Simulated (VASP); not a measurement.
Wanted: the native input for a VASP 6.6.1 run.

```yaml
Task: relaxation of shape and atoms at fixed volume
Functional: PBE
Potentials_or_basis: VASP PAW PBE potentials, release 64 (B, N)
Cutoff: 600 eV
k_mesh: 12 × 12 × 4
Occupations: gaussian, width 0.02 eV
Spin: no spin polarisation
Dipole_correction: no
Further_INCAR_settings: ALGO = Normal; EDIFF = 1e-06; IBRION = 2; EDIFFG = -0.01; NSW = 50; ISIF = 4
```

The structure of BN lies in POSCAR:

```
BN
1.0
    2.4867996077      0.0000000000      0.0000000000
   -1.2433998038      2.1536316344      0.0000000000
    0.0000000000      0.0000000000      8.2849245936
B N
2 2
Direct
    0.3333333333      0.6666666667      0.2500000000
    0.6666666667      0.3333333333      0.7500000000
    0.3333333333      0.6666666667      0.7500000000
    0.6666666667      0.3333333333      0.2500000000
```

The input as run:

INCAR

```
PREC = Accurate ; ENCUT = 600
EDIFF = 1E-6 ; ISMEAR = 0
SIGMA = 0.02 ; LREAL = F
LASPH = T ; NELM = 80
ALGO = Normal ; ISIF = 4
LWAVE = F ; LCHARG = F
GGA = PE ; IBRION = 2
NSW = 50 ; EDIFFG = -0.01
```

KPOINTS

```
Automatic mesh
0
Gamma
  12 12 4
```

Potentials or basis: VASP PAW PBE potentials, release 64 (B, N).

The run is started by

```console
$ cat potpaw_PBE.64/B/POTCAR potpaw_PBE.64/N/POTCAR > POTCAR
$ mpirun -np 1 vasp_std > vasp.out
```

Results of the run:

```
Energy gained by relaxing : 6.5 meV/atom
Ionic steps               : 2
Pressure after relaxing   : -0.1 GPa
Band gap on the k mesh    : 4.46 eV (least direct gap 4.65 eV)
```

Caveat: this functional lacks dispersion, which binds layers or chains, so the pressure and a relaxed spacing across them are unreliable.

Wall time 98 s on 1 thread of Intel Xeon 8259CL (shared host), peak memory 0.18 GiB.
